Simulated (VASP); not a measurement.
Ti: single point with r2SCAN

The system is Ti.

```xyz
1
Lattice="2.6660 0.0000 0.0000 0.0000 2.6660 0.0000 0.0000 0.0000 2.6660" Properties=species:S:1:pos:R:3 pbc="T T T"
Ti    0.0000    0.0000    0.0000
```

This cell differs from its parent crystal: volume scaled by 1.04.

```yaml
Program: VASP 6.6.1
Task: single point
Functional: r2SCAN
Potentials_or_basis: VASP PAW PBE potentials, release 64 (Ti_sv)
Cutoff: 520 eV
k_mesh: 13 × 13 × 13
Occupations: fermi-dirac, width 0.1 eV
Spin: no spin polarisation
```

| Property | Result |
| --- | --- |
| Pressure | -2.8 GPa |
| Band gap on the k mesh | zero (band 6 reaches 7.95 eV, above the bottom of band 7 at 5.96 eV) |

Levels at points of the mesh, in eV from the Fermi level:
```csv
k point,band 2,band 3,band 4,band 5,band 6,band 7,band 8,band 9,band 10,band 11
"(0.00, 0.00, 0.00)",-33.70,-33.70,-33.70,-6.02,-1.33,-1.33,4.12,4.12,4.12,16.25
```

It took 110 s on 1 thread of AMD EPYC 7R43 64-Core Processor (Zen 3) (shared host), peak memory 0.1 GiB.

Caveat: the PAW data sets were made with another functional, which shifts forces and pressure a little.
